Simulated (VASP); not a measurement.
A run of VASP 6.6.1 is set up as follows.

INCAR

```
SYSTEM = Si3Au
ALGO = Normal ; EDIFF = 1E-6
ENCUT = 520 ; GGA = PE
ISIF = 2 ; ISMEAR = 0
LASPH = .TRUE. ; LCHARG = .FALSE.
LREAL = .FALSE. ; LWAVE = .FALSE.
NBANDS = 33 ; NELM = 80
PREC = Accurate ; SIGMA = 0.1
```

File KPOINTS:

```
k-points
0
G
  6 6 4
  0 0 0
```

Contents of POSCAR:

```
Si3Au
1.0
    5.7683298818      0.0000000000      0.0000000000
   -2.8841649409      4.9955202151      0.0000000000
    0.0000000000      0.0000000000      4.5596144186
Si Au
6 2
Direct
    0.8457667951      0.6915335901      0.2500000000
    0.1542332049      0.8457667951      0.7500000000
    0.3084664099      0.1542332049      0.2500000000
    0.1542332049      0.3084664099      0.7500000000
    0.8457667951      0.1542332049      0.2500000000
    0.6915335901      0.8457667951      0.7500000000
    0.3333333333      0.6666666667      0.2500000000
    0.6666666667      0.3333333333      0.7500000000
```

Potentials or basis: VASP PAW PBE potentials, release 64 (Si, Au).

The run is started by

```sh
$ cat potpaw_PBE.64/Si/POTCAR potpaw_PBE.64/Au/POTCAR > POTCAR
$ mpirun -np 1 vasp_std > vasp.out
```

What does it give for the band gap on the k mesh?

Zero (bands 23 and 24 overlap by 4.05 eV).

What does it give for the pressure?

-0.2 GPa.

Forces on the atoms (eV/Å):
```
Si   0.000  0.015  0.000
Si  -0.013  0.007  0.000
Si  -0.013 -0.007  0.000
Si   0.000 -0.015  0.000
Si   0.013 -0.007  0.000
Si   0.013  0.007  0.000
Au   0.000  0.000  0.000
Au   0.000  0.000  0.000
```

Caveat: spin-orbit coupling is left out, which moves the levels of the heavy elements.
